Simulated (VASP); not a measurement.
Cl:

```
CELL_PARAMETERS angstrom
3.26421 -2.05747 0.00000
3.26421 2.05747 0.00000
0.00000 0.00000 8.40240
ATOMIC_POSITIONS crystal
Cl 0.88548 0.11452 0.60475
Cl 0.11452 0.88548 0.39525
Cl 0.61452 0.38548 0.10475
Cl 0.38548 0.61452 0.89525
```

| Item | Value |
| --- | --- |
| Program | VASP 6.6.1 |
| Task | relaxation of cell and atoms |
| Functional | PBE |
| Dispersion | D3(BJ) |
| Potentials or basis | VASP PAW PBE potentials, release 64 (Cl) |
| Cutoff | 600 eV |
| k mesh | 6 × 6 × 4 |
| Occupations | fermi-dirac, width 0.02 eV |
| Spin | no spin polarisation |

At the start: pressure 0.2 GPa; volume 28.22 Å³/atom.

Question: Where does the relaxation end?

Answer: Over 16 steps the energy falls by 3.4 meV/atom and the volume is 27.34 Å³/atom (-3.1 %); space group Cmce (No. 64, to 0.1 Å) before and after.

The path:
```tsv
step	energy change (eV)	largest force (eV/Å)	pressure (GPa)	volume (Å³)
1	0.0000	0.2752	0.23	112.86
2	0.0030	0.2597	-0.90	113.53
3	-0.0034	0.0399	-0.26	113.14
4	-0.0056	0.0389	-0.23	112.56
5	-0.0104	0.0366	-0.09	110.84
6	-0.0107	0.0618	0.30	107.43
7	-0.0123	0.0478	0.10	109.10
8	-0.0114	0.1338	-0.28	109.16
9	-0.0125	0.0264	-0.02	109.12
10	-0.0128	0.0260	-0.01	109.06
11	-0.0134	0.0265	-0.01	108.90
12	-0.0135	0.0289	0.00	108.84
13	-0.0129	0.0989	0.26	108.82
14	-0.0135	0.0125	0.06	108.84
15	-0.0137	0.0064	0.02	109.13
16	-0.0138	0.0033	0.00	109.35
```

Final structure:
```
CELL_PARAMETERS angstrom
3.29235 -2.03865 0.00000
3.29235 2.03865 0.00000
0.00000 0.00000 8.14622
ATOMIC_POSITIONS crystal
Cl 0.87791 0.12209 0.60778
Cl 0.12209 0.87791 0.39222
Cl 0.62209 0.37791 0.10778
Cl 0.37791 0.62209 0.89222
```
